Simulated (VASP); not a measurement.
Write the native input for VASP 6.6.1 that does the following.

```
Task                   : relaxation of the atoms
Functional             : revPBE
Dispersion             : D4
Potentials or basis    : VASP PAW PBE potentials, release 64 (In_d, Sb)
Cutoff                 : 520 eV
k mesh                 : 2 × 2 × 2
Occupations            : gaussian, width 0.1 eV
Spin                   : collinear spin, ferromagnetic start
Starting moments       : [0.78, 1.24, 1.24, 1.24] μB
Fixed moment           : 6 μB
Hubbard terms          : In d U = 5.8 eV, J = 0.86 eV
Dipole correction      : no
LDAUTYPE               : 1
Hund's J               : 0.86
Further INCAR settings : ALGO = Normal; EDIFF = 1e-07; IBRION = 2; EDIFFG = -0.07; NSW = 50
```

The structure of InSb3 lies in POSCAR:

```
InSb3
1.0
    4.8063670000      0.0000000000      0.0000000000
    0.0000000000      4.8063670000      0.0000000000
    0.0000000000      0.0000000000      4.8063670000
In Sb
1 3
Direct
    0.9920000000      0.9240000000      0.2340000000
    1.4920000000      0.9240000000      0.7340000000
    0.9920000000      1.4240000000      0.7340000000
    1.4920000000      1.4240000000      0.2340000000
```

These files were run (other wordings do the same):

INCAR

```
SYSTEM = InSb3
ALGO = Normal
EDIFF = 1E-7
EDIFFG = -0.07
ENCUT = 520
GGA = RE
IBRION = 2
ISIF = 2
ISMEAR = 0
ISPIN = 2
IVDW = 13
LASPH = .True.
LCHARG = .False.
LDAU = .True.
LDAUJ = 0.86 0
LDAUL = 2 -1
LDAUPRINT = 1
LDAUTYPE = 1
LDAUU = 5.8 0
LORBIT = 11
LREAL = .False.
LWAVE = .False.
MAGMOM = 0.78 1.24 1.24 1.24
NELM = 150
NSW = 50
NUPDOWN = 6.0
PREC = Accurate
SIGMA = 0.1
```

KPOINTS

```
k-points
0
Gamma
  2 2 2
  0 0 0
```

Potentials or basis: VASP PAW PBE potentials, release 64 (In_d, Sb).

Command:

```console
$ cat potpaw_PBE.64/In_d/POTCAR potpaw_PBE.64/Sb/POTCAR > POTCAR
$ mpirun -np 1 vasp_std > vasp.out
```

Results of the run:

| Quantity | Value |
| --- | --- |
| Pressure after relaxing | 5.7 GPa |
| Net moment | 6.00 μB per cell |
| Site moments | In +0.54; Sb +0.67 μB |
| Valence electrons inside the program's atomic spheres | In 11.41; Sb 2.35 |
| Dispersion energy per atom | -0.760 eV |

Caveat: the k points lie up to 0.65 Å⁻¹ apart; the moment is held away from its start; the relaxation stopped at its first step, so nothing moved; the PAW data sets were made with another functional, which shifts forces and pressure a little; the total moment is fixed, so each spin has its own Fermi level; the U is typed as a test and isn't derived for this compound.

Wall time 26 s on 1 thread of Intel Xeon 6975P-C (shared host), peak memory 0.23 GiB.
